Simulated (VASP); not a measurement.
# Ti (P6_3/mmc) in VASP: a series of runs, part 2 of 2

VASP 6.6.1. The steps go on from the part before.

### 3 Single point, PBE

Input file INCAR:

```
SYSTEM = Ti
  PREC = Accurate
  ENCUT = 520
  EDIFF = 1E-6
  ISMEAR = 0
  SIGMA = 0.1
  LREAL = .FALSE.
  LASPH = .TRUE.
  NELM = 80
  ALGO = Normal
  ISIF = 2
  LWAVE = .FALSE.
  LCHARG = .TRUE.
  GGA = PE
  LELF = .TRUE.
  LVHAR = .TRUE.
  NBANDS = 19
```

Input file KPOINTS:

```
regular mesh
0
G
  12 12 8
  0 0 0
```

Input file POSCAR:

```
Ti
1.0
    2.9390512758      0.0000000000      0.0000000000
   -1.4695256379      2.5452930679      0.0000000000
    0.0000000000      0.0000000000      4.6493578831
Ti
2
Direct
    0.3333333333      0.6666666667      0.2500000000
    0.6666666667      0.3333333333      0.7500000000
```

Potentials or basis: VASP PAW PBE potentials, release 64 (Ti_sv).

Launch:

```sh
$ cat potpaw_PBE.64/Ti_sv/POTCAR > POTCAR
$ mpirun -np 1 vasp_std > vasp.out
```

OUTCAR:

```text
SYSTEM = Ti
   PREC = Accurate
   ENCUT = 520
   EDIFF = 1E-6
   ISMEAR = 0
   LREAL = .FALSE.
   LASPH = .TRUE.
   NELM = 80
   ISIF = 2
   GGA = PE

 ion  position               nearest neighbor table
   1  0.333  0.667  0.250-   2 2.88   2 2.88   2 2.88   2 2.88   2 2.88   2 2.88
   2  0.667  0.333  0.750-   1 2.88   1 2.88   1 2.88   1 2.88   1 2.88   1 2.88

  LATTYP: Found a hexagonal cell.
 ALAT       =     2.9390512758
 C/A-ratio  =     1.5819247256

  Lattice vectors:

 A1 = (   2.9390512758,   0.0000000000,   0.0000000000)
 A2 = (  -1.4695256379,   2.5452930679,   0.0000000000)
 A3 = (   0.0000000000,   0.0000000000,   4.6493578831)

Analysis of symmetry for initial positions (statically):
=====================================================================
 Subroutine PRICEL returns:
 Original cell was already a primitive cell.

 Routine SETGRP: Setting up the symmetry group for a
 hexagonal supercell.

 Subroutine GETGRP returns: Found 24 space group operations
 (whereof 12 operations were pure point group operations)
 out of a pool of 24 trial point group operations.

The static configuration has the point symmetry D_3d.
 The point group associated with its full space group is D_6h.

Analysis of symmetry for dynamics (positions and initial velocities):
=====================================================================
 Subroutine PRICEL returns:
 Original cell was already a primitive cell.

 Routine SETGRP: Setting up the symmetry group for a
 hexagonal supercell.

 Subroutine GETGRP returns: Found 24 space group operations
 (whereof 12 operations were pure point group operations)
 out of a pool of 24 trial point group operations.

The dynamic configuration has the point symmetry D_3d.
 The point group associated with its full space group is D_6h.

 Subroutine INISYM returns: Found 24 space group operations
 (whereof 12 operations are pure point group operations),
 and found     1 'primitive' translations

[... 111 lines left out ...]
   IALGO  =     38    algorithm
   IMIX   =      4    mixing-type and parameters
     AMIX     =   0.40;   BMIX     =  1.00
     AMIX_MAG =   1.60;   BMIX_MAG =  1.00
  volume/ion in A,a.u.               =      17.39       117.36
  Fermi-wavevector in a.u.,A,eV,Ry     =   1.446658  2.733788 28.474544  2.092820
  Thomas-Fermi vector in A             =   2.564702
   LORBIT       =      0    0 simple, 1 ext, 2 COOP (PROOUT), +10 PAW based schemes
   GGA     = PE    functional components
   LHFCALC =     F    Hartree Fock is set to
   AEXX    =    0.0000 exact exchange contribution
   IVDW    =     0    specifies the selected vdW correction
   LEPSILON=     F    determine dielectric tensor
   LRPA    =     F    only Hartree local field effects (RPA)
 non-spin polarized calculation
 Gauss-broadening in eV      SIGMA  =   0.10
  energy-cutoff  :      520.00
  volume of cell :       34.78
 maximum number of plane-waves:       965
 NGX is ok and might be reduce to    24
   NGX = 11   NGY = 11   NGZ = 17

 number of electron      24.0000002 magnetization

 Free energy of the ion-electron system (eV)
  ---------------------------------------------------
  ext. energy  EPLUGINS =         0.00000000
  ---------------------------------------------------
  free energy    TOTEN  =       -15.67677961 eV

  energy without entropy =      -15.66648877  energy(sigma->0) =      -15.67163419

 E-fermi :   8.3402     XC(G=0): -11.4916

 val. band max:        8.3390837716   @ k =   0.3333   0.1667   0.3750
 cond. band min:       8.3434123591   @ k =   0.3333   0.3333   0.2500
 fundamental gap:      0.0043285875
 Fermi energy:         8.3402115426

 k-point     1 :       0.0000    0.0000    0.0000
  band No.  band energies     occupation
      1     -48.5421      2.00000
      2     -48.4055      2.00000
      3     -25.1284      2.00000
      4     -24.4891      2.00000
      5     -24.4891      2.00000
      6     -24.4218      2.00000
[... 505 lines left out ...]
      6     -24.5911      2.00000
[... 11 lines left out ...]
     18      11.0614      0.00000
     19      11.7860      0.00000

 [... further k-points ...]

------------------------ aborting loop because EDIFF is reached ----------------------------------------

  FORCE on cell =-STRESS in cart. coord.  units (eV):
  Direction    XX          YY          ZZ          XY          YZ          ZX
  --------------------------------------------------------------------------------------
  -------------------------------------------------------------------------------------
  Total       -0.0624426     -0.0624426     -0.0167361      0.0000000      0.0000000      0.0000000
  in kB       -2.8764301     -2.8764301     -0.7709520      0.0000000      0.0000000      0.0000000
  external PRESSURE =      -2.1746041 kB  Pullay stress =       0.0000000 kB

 VOLUME and BASIS-vectors are now :
 -----------------------------------------------------------------------------
  energy-cutoff  :      520.00
  volume of cell :       34.78
      direct lattice vectors                 reciprocal lattice vectors
     2.939051276  0.000000000  0.000000000     0.340245850  0.196441033  0.000000000
    -1.469525638  2.545293068  0.000000000     0.000000000  0.392882066  0.000000000
     0.000000000  0.000000000  4.649357883     0.000000000  0.000000000  0.215083464

 POSITION                                       TOTAL-FORCE (eV/Angst)
 -----------------------------------------------------------------------------------
     -0.00000      1.69686      1.16234        -0.000000      0.000000      0.000000
      1.46953      0.84843      3.48702         0.000000     -0.000000      0.000000
 -----------------------------------------------------------------------------------
    total drift:                               -0.000000      0.000000     -0.000000

  FREE ENERGIE OF THE ION-ELECTRON SYSTEM (eV)
  ---------------------------------------------------
  free  energy   TOTEN  =       -15.6767796138 eV

  energy  without entropy=      -15.6664887687  energy(sigma->0) =      -15.67163419
```

OSZICAR:

```text
N       E                     dE             d eps       ncg     rms          rms(c)
DAV:   1     0.263037267654E+03    0.26304E+03   -0.13112E+04  3634   0.157E+03
DAV:   2     0.124878254985E+02   -0.25055E+03   -0.24654E+03  3724   0.442E+02
DAV:   3    -0.165334840652E+02   -0.29021E+02   -0.28680E+02  6728   0.124E+02
DAV:   4    -0.177070836310E+02   -0.11736E+01   -0.11721E+01  4194   0.261E+01
DAV:   5    -0.177642809938E+02   -0.57197E-01   -0.57192E-01  5228   0.405E+00    0.118E+01
DAV:   6    -0.156737627658E+02    0.20905E+01   -0.76070E+00  4173   0.276E+01    0.296E+00
DAV:   7    -0.156579819177E+02    0.15781E-01   -0.69004E-01  5404   0.608E+00    0.206E+00
DAV:   8    -0.156841328035E+02   -0.26151E-01   -0.19776E-01  3986   0.510E+00    0.702E-01
DAV:   9    -0.156763671376E+02    0.77657E-02   -0.42708E-02  4123   0.212E+00    0.687E-02
DAV:  10    -0.156767602410E+02   -0.39310E-03   -0.30714E-03  5198   0.335E-01    0.760E-02
DAV:  11    -0.156767906871E+02   -0.30446E-04   -0.11820E-04  4526   0.762E-02    0.367E-02
DAV:  12    -0.156767795267E+02    0.11160E-04   -0.32808E-05  4138   0.504E-02    0.313E-03
DAV:  13    -0.156767796138E+02   -0.87055E-07   -0.11092E-06  2630   0.896E-03
   1 F= -.15676780E+02 E0= -.15671634E+02  d E =-.102908E-01
```

It took 24 s on 1 thread of Intel Xeon 6975P-C (Granite Rapids), shared host; peak memory 0.18 GiB.

What came out:

```yaml
Free_energy: -15.6768 eV
Pressure: -0.2 GPa
Band_gap_on_the_k_mesh: zero (band 12 reaches 9.09 eV, above the bottom of band 13 at 8.10 eV)
```

Stress tensor (GPa, compression positive):
```
-0.29  0.00  0.00
 0.00 -0.29  0.00
 0.00  0.00 -0.08
```

Levels at points of the mesh, in eV from the Fermi level:
| k point | band 10 | band 11 | band 12 | band 13 | band 14 | band 15 |
| --- | --- | --- | --- | --- | --- | --- |
| (0.00, 0.00, 0.00) | -2.70 | 0.75 | 0.75 | 0.76 | 0.87 | 1.25 |
| (0.50, 0.00, 0.00) | -2.17 | -1.86 | -0.65 | 0.46 | 0.61 | 1.16 |
| (0.00, 0.00, 0.50) | -4.37 | 0.07 | 0.07 | 0.66 | 0.66 | 0.66 |
| (0.50, 0.00, 0.50) | -2.56 | -0.83 | -0.83 | 1.30 | 1.30 | 1.70 |

### 4 Single point, PBE

Input file INCAR:

```
SYSTEM = Ti
PREC     = Accurate       ! precision mode
ENCUT    = 520            ! plane-wave cutoff, eV
EDIFF    = 1E-7           ! SCF threshold, eV
ISMEAR   = 0              ! smearing method
SIGMA    = 0.1            ! smearing width, eV
LREAL    = .False.        ! projectors in reciprocal space
LASPH    = .True.         ! aspherical terms in the spheres
NELM     = 80             ! most SCF steps
ALGO     = Fast           ! electronic algorithm
ISIF     = 2              ! what is computed and relaxed
LWAVE    = .False.        ! write WAVECAR
LCHARG   = .False.        ! write CHGCAR
GGA      = PE             ! functional
NBANDS   = 19             ! bands
```

Input file KPOINTS:

```
regular mesh
0
Gamma
  18 18 10
  0 0 0
```

POSCAR is that of step 3.

Launch:

```sh
$ cat potpaw_PBE.64/Ti_sv/POTCAR > POTCAR
$ mpirun -np 1 vasp_std > vasp.out
```

It took 3.8 min on 1 thread of Intel Xeon 6975P-C (Granite Rapids), shared host; peak memory 0.24 GiB.

The run converged. Its results:

| Quantity | Value |
| --- | --- |
| Free energy | -15.6773 eV |
| Pressure | -0.5 GPa |
| Band gap on the k mesh | zero (band 12 reaches 9.10 eV, above the bottom of band 13 at 7.99 eV) |

Levels at points of the mesh, in eV from the Fermi level:
```csv
k point,band 8,band 9,band 10,band 11,band 12,band 13,band 14,band 15,band 16,band 17
"(0.00, 0.00, 0.00)",-32.72,-6.22,-2.70,0.76,0.76,0.77,0.88,1.26,1.26,1.60
"(0.50, 0.00, 0.00)",-32.79,-2.36,-2.16,-1.85,-0.65,0.46,0.62,1.17,3.32,3.55
"(0.00, 0.00, 0.50)",-32.77,-4.36,-4.36,0.08,0.08,0.67,0.67,0.67,0.67,2.78
"(0.50, 0.00, 0.50)",-32.88,-2.55,-2.55,-0.82,-0.82,1.31,1.31,1.71,1.71,3.46
```
